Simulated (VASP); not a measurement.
# Zn in VASP: single point with PBE

Aim: the single point of Zn with PBE.

Everything below comes from runs of VASP 6.6.1. Logs are shortened: lines on timing, memory, paths and dates and some standing lists are left out, and cuts for length are marked.

**1. The cell of the first run**

The cell holds a slab with vacuum, 10 atoms: a = 2.635 Å, b = 5.092 Å, c = 24.890 Å, α = 90.00°, β = 90.00°, γ = 90.00°.

**2. Single point, PBE**

INCAR

```
ALGO = Normal
DIPOL = 0.5 0.5 0.500
EDIFF = 1E-7
ENCUT = 520
GGA = PE
IDIPOL = 3
ISIF = 2
ISMEAR = 0
LASPH = True
LCHARG = False
LDIPOL = True
LREAL = False
LWAVE = False
NBANDS = 71
NELM = 60
PREC = Accurate
SIGMA = 0.1
```

KPOINTS

```
k-points
0
Gamma
  13 7 1
```

POSCAR

```
Zn
1.0
    2.6354132486      0.0000000000      0.0000000000
    0.0000000000      5.0918473105      0.0000000000
    0.0000000000      0.0000000000     24.8901175653
Zn
10
Direct
    0.0000000000      0.7500000000      0.3096910086
    0.5000000000      0.2500000000      0.3095822913
    0.5000000000      0.7500000000      0.4064567445
    0.0000000000      0.2500000000      0.4063156038
    0.0000000000      0.7500000000      0.5000679483
    0.5000000000      0.2500000000      0.4999320735
    0.5000000000      0.7500000000      0.5936839492
    0.0000000000      0.2500000000      0.5935437963
    0.0000000000      0.7500000000      0.6904167190
    0.5000000000      0.2500000000      0.6903098655
```

Potentials or basis: VASP PAW PBE potentials, release 64 (Zn).

Run with:

```console
> cat potpaw_PBE.64/Zn/POTCAR > POTCAR
> mpirun -np 1 vasp_std > vasp.out
```

OUTCAR:

```text
EDIFF = 1E-7
   ENCUT = 520
   GGA = PE
   ISIF = 2
   ISMEAR = 0
   LASPH = True
   LREAL = False
   NELM = 60
   PREC = Accurate

 ion  position               nearest neighbor table
   1  0.000  0.750  0.310-   3 2.75   3 2.75   2 2.87   2 2.87   2 2.87   2 2.87
   2  0.500  0.250  0.310-   4 2.74   4 2.74   1 2.87   1 2.87   1 2.87   1 2.87
   3  0.500  0.750  0.406-   5 2.68   5 2.68   1 2.75   1 2.75   4 2.87   4 2.87   4 2.87   4 2.87

   4  0.000  0.250  0.406-   6 2.68   6 2.68   2 2.74   2 2.74   3 2.87   3 2.87   3 2.87   3 2.87

   5  0.000  0.750  0.500-   3 2.68   3 2.68   7 2.68   7 2.68   6 2.87   6 2.87   6 2.87   6 2.87

   6  0.500  0.250  0.500-   8 2.68   8 2.68   4 2.68   4 2.68   5 2.87   5 2.87   5 2.87   5 2.87

   7  0.500  0.750  0.594-   5 2.68   5 2.68   9 2.74   9 2.74   8 2.87   8 2.87   8 2.87   8 2.87

   8  0.000  0.250  0.594-   6 2.68   6 2.68  10 2.75  10 2.75   7 2.87   7 2.87   7 2.87   7 2.87

   9  0.000  0.750  0.690-   7 2.74   7 2.74  10 2.87  10 2.87  10 2.87  10 2.87
  10  0.500  0.250  0.690-   8 2.75   8 2.75   9 2.87   9 2.87   9 2.87   9 2.87

  LATTYP: Found a simple orthorhombic cell.
 ALAT       =     2.6354132486
 B/A-ratio  =     1.9320868608
 C/A-ratio  =     9.4444837365

  Lattice vectors:

 A1 = (   2.6354132486,   0.0000000000,   0.0000000000)
 A2 = (   0.0000000000,   5.0918473105,   0.0000000000)
 A3 = (   0.0000000000,   0.0000000000,  24.8901175653)

Analysis of symmetry for initial positions (statically):
=====================================================================
 Subroutine PRICEL returns:
 Original cell was already a primitive cell.

 Routine SETGRP: Setting up the symmetry group for a
 simple orthorhombic supercell.

 Subroutine GETGRP returns: Found  8 space group operations
 (whereof  2 operations were pure point group operations)
 out of a pool of  8 trial point group operations.

The static configuration has the point symmetry C_1h.
 The point group associated with its full space group is D_2h.

Analysis of symmetry for dynamics (positions and initial velocities):
=====================================================================
 Subroutine PRICEL returns:
 Original cell was already a primitive cell.

 Routine SETGRP: Setting up the symmetry group for a
 simple orthorhombic supercell.

 Subroutine GETGRP returns: Found  8 space group operations
 (whereof  2 operations were pure point group operations)
 out of a pool of  8 trial point group operations.

The dynamic configuration has the point symmetry C_1h.
 The point group associated with its full space group is D_2h.

 Subroutine INISYM returns: Found  8 space group operations
 (whereof  2 operations are pure point group operations),
 and found     1 'primitive' translations

----------------------------------------------------------------------------------------

                                     Primitive cell

  volume of cell :     334.0035

  direct lattice vectors                    reciprocal lattice vectors
     2.635413249  0.000000000  0.000000000     0.379447132  0.000000000  0.000000000
     0.000000000  5.091847311  0.000000000     0.000000000  0.196392378  0.000000000
     0.000000000  0.000000000 24.890117565     0.000000000  0.000000000  0.040176588

  length of vectors
     2.635413249  5.091847311 24.890117565     0.379447132  0.196392378  0.040176588

  position of ions in fractional coordinates (direct lattice)
     0.000000000  0.750000000  0.309691009
     0.500000000  0.250000000  0.309582291
     0.500000000  0.750000000  0.406456744
     0.000000000  0.250000000  0.406315604
     0.000000000  0.750000000  0.500067948
     0.500000000  0.250000000  0.499932073
     0.500000000  0.750000000  0.593683949
     0.000000000  0.250000000  0.593543796
     0.000000000  0.750000000  0.690416719
     0.500000000  0.250000000  0.690309865

  ion indices of the primitive-cell ions
   primitive index   ion index
                 1           1
                 2           2
                 3           3
                 4           4
                 5           5
                 6           6
                 7           7
                 8           8
                 9           9
                10          10

----------------------------------------------------------------------------------------

 KPOINTS: k-points

Automatic generation of k-mesh.
 Grid dimensions read from file:
 generate k-points for:   13    7    1

 Generating k-lattice:

  Cartesian coordinates                     Fractional coordinates (reciprocal lattice)
     0.029188241  0.000000000  0.000000000     0.076923077  0.000000000  0.000000000
     0.000000000  0.028056054  0.000000000     0.000000000  0.142857143  0.000000000
     0.000000000  0.000000000  0.040176588     0.000000000  0.000000000  1.000000000

  Length of vectors
     0.029188241  0.028056054  0.040176588

  Shift w.r.t. Gamma in fractional coordinates (k-lattice)
     0.000000000  0.000000000  0.000000000

 Subroutine IBZKPT returns following result:
 ===========================================

 Found     28 irreducible k-points:

 Following reciprocal coordinates:
            Coordinates               Weight
  0.000000  0.000000  0.000000      1.000000
  0.076923  0.000000  0.000000      2.000000
  0.153846  0.000000  0.000000      2.000000
  0.230769  0.000000  0.000000      2.000000
  0.307692  0.000000  0.000000      2.000000
  0.384615  0.000000  0.000000      2.000000
[... 16 lines left out ...]
  0.076923  0.428571  0.000000      4.000000
  0.153846  0.428571  0.000000      4.000000
 [... further k-points ...]
   k-points           NKPTS =     28   k-points in BZ     NKDIM =     28   number of bands    NBANDS=     71
   number of dos      NEDOS =    301   number of ions     NIONS =     10
   total plane-waves  NPLWV = 153600
   dimension x,y,z NGX =    20 NGY =   40 NGZ =  192
   dimension x,y,z NGXF=    40 NGYF=   80 NGZF=  384
   ions per type =              10
   NGX,Y,Z   is equivalent  to a cutoff of  12.62, 13.06, 12.82 a.u.
   NGXF,Y,Z  is equivalent  to a cutoff of  25.23, 26.12, 25.65 a.u.
 SYSTEM =  unknown system
   PREC   = accura    normal or accurate (medium, high low for compatibility)
   ISTART =      0    job   : 0-new  1-cont  2-samecut
   ICHARG =      2    charge: 1-file 2-atom 10-const
   ISPIN  =      1    spin polarized calculation?
   LNONCOLLINEAR =      F non collinear calculations
   LSORBIT =      F    spin-orbit coupling
   LASPH  =      T    aspherical Exc in radial PAW
   ENCUT  =  520.0 eV  38.22 Ry    6.18 a.u.   4.90  9.47 46.28*2*pi/ulx,y,z
   NELM   =     60;   NELMIN=  2; NELMDL= -5     # of ELM steps
   EDIFF  = 0.1E-06   stopping-criterion for ELM
   LREAL  =      F    real-space projection
   EDIFFG = 0.1E-05   stopping-criterion for IOM
   NSW    =      0    number of steps for IOM
   IBRION =     -1    ionic relax: 0-MD 1-quasi-New 2-CG
   NFREE  =      0    steps in history (QN), initial steepest desc. (CG)
   ISIF   =      2    stress and relaxation
   ISYM   =      2    0-nonsym 1-usesym 2-fastsym
   POTIM  = 0.5000    time-step for ionic-motion
   TEBEG  =    0.0;   TEEND  =   0.0 temperature during run
   PSTRESS=    0.0 pullay stress
   NELECT =     120.0000    total number of electrons
   NUPDOWN=      -1.0000    fix difference up-down
   EMIN   =  10.00;   EMAX   =-10.00  energy-range for DOS
   EFERMI =   0.00;   METHOD = LEGACY
   ISMEAR =     0;   SIGMA  =   0.10  broadening in eV -4-tet -1-fermi 0-gaus
   EFERMI_NEDOS =   21; number of points for ismear=-14 and -15
   IALGO  =     38    algorithm
   IMIX   =      4    mixing-type and parameters
     AMIX     =   0.40;   BMIX     =  1.00
     AMIX_MAG =   1.60;   BMIX_MAG =  1.00
  volume/ion in A,a.u.               =      33.40       225.40
  Fermi-wavevector in a.u.,A,eV,Ry     =   1.163818  2.199296 18.428700  1.354471
  Thomas-Fermi vector in A             =   2.300363
   LORBIT       =      0    0 simple, 1 ext, 2 COOP (PROOUT), +10 PAW based schemes
   GGA     = PE    functional components
   LHFCALC =     F    Hartree Fock is set to
   AEXX    =    0.0000 exact exchange contribution
   IVDW    =     0    specifies the selected vdW correction
   LEPSILON=     F    determine dielectric tensor
   LRPA    =     F    only Hartree local field effects (RPA)
 non-spin polarized calculation
 Gauss-broadening in eV      SIGMA  =   0.10
  energy-cutoff  :      520.00
  volume of cell :      334.00
 maximum number of plane-waves:      9045
 NGX is ok and might be reduce to    20
   NGX =  9   NGY = 19   NGZ = 93

 dipolmoment           0.000000      0.000000      0.000000 electrons x Angstroem

 number of electron     119.9999887 magnetization

 dipolmoment           0.000000      0.000000     -0.000000 electrons x Angstroem

 Free energy of the ion-electron system (eV)
  ---------------------------------------------------
  ext. energy  EPLUGINS =         0.00000000
  ---------------------------------------------------
  free energy    TOTEN  =       -10.08775325 eV

  energy without entropy =      -10.06751506  energy(sigma->0) =      -10.07763415

 E-fermi :  -0.8973     XC(G=0):  -6.0453

 val. band max:       -0.9079718141   @ k =   0.2308   0.1429   0.0000
 cond. band min:      -0.8786747422   @ k =   0.4615   0.2857   0.0000
 fundamental gap:      0.0292970719
 Fermi energy:        -0.8972907105

 k-point     1 :       0.0000    0.0000    0.0000
  band No.  band energies     occupation
      1     -10.6635      2.00000
      2      -9.8957      2.00000
      3      -9.2358      2.00000
      4      -9.1783      2.00000
      5      -9.0854      2.00000
      6      -9.0256      2.00000
[... 63 lines left out ...]
     70       2.9441      0.00000
     71       3.9126      0.00000

 k-point     2 :       0.0769    0.0000    0.0000
  band No.  band energies     occupation
      1     -10.5282      2.00000
      2      -9.7645      2.00000
      3      -9.1422      2.00000
      4      -9.1162      2.00000
      5      -9.0336      2.00000
      6      -8.9482      2.00000
[... 63 lines left out ...]
     70       3.0724      0.00000
     71       4.0406      0.00000

 k-point     3 :       0.1538    0.0000    0.0000
  band No.  band energies     occupation
      1     -10.1324      2.00000
      2      -9.3929      2.00000
      3      -8.9547      2.00000
      4      -8.9197      2.00000
      5      -8.8920      2.00000
      6      -8.8358      2.00000
[... 1543 lines left out ...]
     70       4.1127      0.00000
     71       4.8800      0.00000

 k-point    24 :       0.1538    0.4286    0.0000
  band No.  band energies     occupation
      1      -9.3175      2.00000
      2      -9.0438      2.00000
      3      -8.8141      2.00000
      4      -8.8119      2.00000
      5      -8.7960      2.00000
      6      -8.7179      2.00000
[... 63 lines left out ...]
     70       4.4995      0.00000
     71       5.2566      0.00000

 [... further k-points ...]

------------------------ aborting loop because EDIFF is reached ----------------------------------------

 vacuum level on the upper side and lower side of the slab       (xc-potential included)        -0.088        -0.088

  FORCE on cell =-STRESS in cart. coord.  units (eV):
  Direction    XX          YY          ZZ          XY          YZ          ZX
  --------------------------------------------------------------------------------------
  -------------------------------------------------------------------------------------
  Total       -3.2678763     -5.0370205      0.2348224      0.0000000     -0.0000000      0.0000000
  in kB      -15.6756353    -24.1620212      1.1264165      0.0000000     -0.0000000      0.0000000
  external PRESSURE =     -12.9037467 kB  Pullay stress =       0.0000000 kB

 VOLUME and BASIS-vectors are now :
 -----------------------------------------------------------------------------
  energy-cutoff  :      520.00
  volume of cell :      334.00
      direct lattice vectors                 reciprocal lattice vectors
     2.635413249  0.000000000  0.000000000     0.379447132  0.000000000  0.000000000
     0.000000000  5.091847311  0.000000000     0.000000000  0.196392378  0.000000000
     0.000000000  0.000000000 24.890117565     0.000000000  0.000000000  0.040176588

 POSITION                                       TOTAL-FORCE (eV/Angst)
 -----------------------------------------------------------------------------------
      0.00000      3.81889      7.70825        -0.000000      0.000000     -0.014445
      1.31771      1.27296      7.70554         0.000000      0.000000     -0.014062
      1.31771      3.81889     10.11676         0.000000      0.000000      0.001378
      0.00000      1.27296     10.11324        -0.000000     -0.000000      0.002972
      0.00000      3.81889     12.44675        -0.000000      0.000000      0.000331
      1.31771      1.27296     12.44337        -0.000000      0.000000     -0.000331
      1.31771      3.81889     14.77686        -0.000000     -0.000000     -0.002972
      0.00000      1.27296     14.77337        -0.000000     -0.000000     -0.001378
      0.00000      3.81889     17.18455        -0.000000      0.000000      0.014062
      1.31771      1.27296     17.18189        -0.000000      0.000000      0.014445
 -----------------------------------------------------------------------------------
    total drift:                               -0.000000      0.000000     -0.000018

  FREE ENERGIE OF THE ION-ELECTRON SYSTEM (eV)
  ---------------------------------------------------
  free  energy   TOTEN  =       -10.0877532477 eV

  energy  without entropy=      -10.0675150556  energy(sigma->0) =      -10.07763415

 vacuum level on the upper side and lower side of the slab         3.225         3.225
```

It took 25 min on 1 thread of Intel Xeon 8259CL, shared host; peak memory 0.65 GiB.

Results:

| Item | Value |
| --- | --- |
| Free energy | -10.0878 eV |
| Largest force | 0.014 eV/Å |
| Band gap on the k mesh | zero (bands 60 and 61 overlap by 2.59 eV) |

Forces in eV/Å, atoms in the order of the input:
```
Zn   0.000  0.000 -0.014
Zn   0.000  0.000 -0.014
Zn   0.000  0.000  0.001
Zn   0.000  0.000  0.003
Zn   0.000  0.000  0.000
Zn   0.000  0.000  0.000
Zn   0.000  0.000 -0.003
Zn   0.000  0.000 -0.001
Zn   0.000  0.000  0.014
Zn   0.000  0.000  0.014
```

The gap in the log of VASP goes by the Fermi energy; the results here count the filled bands.